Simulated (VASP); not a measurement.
A run of VASP 6.6.1 is set up as follows.

INCAR

```
SYSTEM = CuO
PREC = Accurate ; ENCUT = 520
EDIFF = 1E-7 ; ISMEAR = -1
SIGMA = 0.05 ; LREAL = .False.
LASPH = .True. ; NELM = 100
ALGO = Normal ; ISIF = 2
LWAVE = .False. ; LCHARG = .True.
GGA = PS ; LELF = .True.
LVHAR = .True. ; NBANDS = 25
```

The input KPOINTS:

```
Automatic mesh
0
Gamma
  10 10 5
  0 0 0
```

Contents of POSCAR:

```
CuO
1.0
    2.3906352041     -1.7470046099      0.0000000000
    2.3906352041      1.7470046099      0.0000000000
   -0.8774322550      0.0000000000      5.1586662202
Cu O
2 2
Direct
    0.4968000000      0.0032000000      0.5000000000
    0.0032000000      0.4968000000      0.0000000000
    0.4056000000      0.5714000000      0.7537000000
    0.5714000000      0.4056000000      0.2537000000
```

Potentials or basis: VASP PAW PBE potentials, release 64 (Cu, O).

Run with:

```bash
$ cat potpaw_PBE.64/Cu/POTCAR potpaw_PBE.64/O/POTCAR > POTCAR
$ mpirun -np 1 vasp_std > vasp.out
```

Q: Estimate the largest force.

A: 0.739 eV/Å.

Q: What does it give for the band gap on the k mesh?

A: Zero (band 17 reaches 5.02 eV, above the bottom of band 18 at 4.42 eV).

Forces on the atoms (eV/Å):
```
Cu  -0.491 -0.240  0.180
Cu  -0.491  0.240  0.180
O    0.491 -0.522 -0.180
O    0.491  0.522 -0.180
```

Caveat: the PAW data sets were made with another functional, which shifts forces and pressure a little; semilocal functionals often make such compounds metallic where correlation or magnetic order opens a gap, which also shifts bond lengths.
